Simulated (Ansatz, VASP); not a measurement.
Two plane-wave programs on Be2Si3

INCAR

```
SYSTEM = Be2Si3
PREC = Accurate
ENCUT = 520
EDIFF = 1E-7
ISMEAR = 0
SIGMA = 0.1
LREAL = .False.
LASPH = .True.
NELM = 100
ALGO = Normal
ISIF = 2
LWAVE = .False.
LCHARG = .True.
GGA = PE
LELF = .True.
LVHAR = .True.
NBANDS = 16
```

File KPOINTS:

```
Automatic mesh
0
Gamma
  6 6 6
  0 0 0
```

File POSCAR:

```
Be2Si3
1.0
    1.5576535051      0.8993116704      7.2205141244
   -1.5576535051      0.8993116704      7.2205141244
    0.0000000000     -1.7986233409      7.2205141244
Be Si
2 3
Direct
    0.4000000000      0.4000000000      0.4000000000
    0.6000000000      0.6000000000      0.6000000000
    0.0000000000      0.0000000000      0.0000000000
    0.2095000000      0.2095000000      0.2095000000
    0.7905000000      0.7905000000      0.7905000000
```

Input for Ansatz:

```yaml
crystal:
  lattice:
    - [1.5576535051, 0.8993116704, 7.2205141244]
    - [-1.5576535051, 0.8993116704, 7.2205141244]
    - [0.0, -1.7986233409, 7.2205141244]
  atoms:
    - { symbol: Be, position: [0.4, 0.4, 0.4] }
    - { symbol: Be, position: [0.6, 0.6, 0.6] }
    - { symbol: Si, position: [0.0, 0.0, 0.0] }
    - { symbol: Si, position: [0.2095, 0.2095, 0.2095] }
    - { symbol: Si, position: [0.7905, 0.7905, 0.7905] }
basis:
  ecutwfc: 420
kpoints:
  mp_grid: { grid: [6, 6, 6] }
hamiltonian:
  xc: pbe
scf:
  occupations: { method: gaussian, width: 0.1 }
  lower_state_search: "off"
output:
  forces: true
  stress: true
  eigenvalues: true
```

Alike in both runs: task single point; functional PBE; k mesh 6 × 6 × 6; occupations gaussian, width 0.1 eV; no spin polarisation.

```csv
,VASP,Ansatz
version,VASP 6.6.1,Ansatz 0.2.0
potentials or method,"VASP PAW PBE potentials, release 64 (Be, Si), cutoff 520 eV","scalar-relativistic, plane waves, PAW"
valence electrons in the cell,16,16
```

|  | VASP | Ansatz | Ansatz less VASP |
| --- | --- | --- | --- |
| gap on the k mesh at the Fermi level (eV) | none | none | - |
| pressure (GPa) | 10.1 | 10.1 | -0.03 |
| traceless stress, the component that is largest in VASP (GPa) | 2.06 | 2.06 | +0.005 |
| rms of the force components (eV/Å) | 0.596 | 0.593 | -0.0032 |

Atom by atom the forces differ by 0.003 eV/Å (rms over components). A gap of «none» marks a metal or a gap that the smearing closes.

The k mesh is coarse, so the values compare programs but aren't converged.
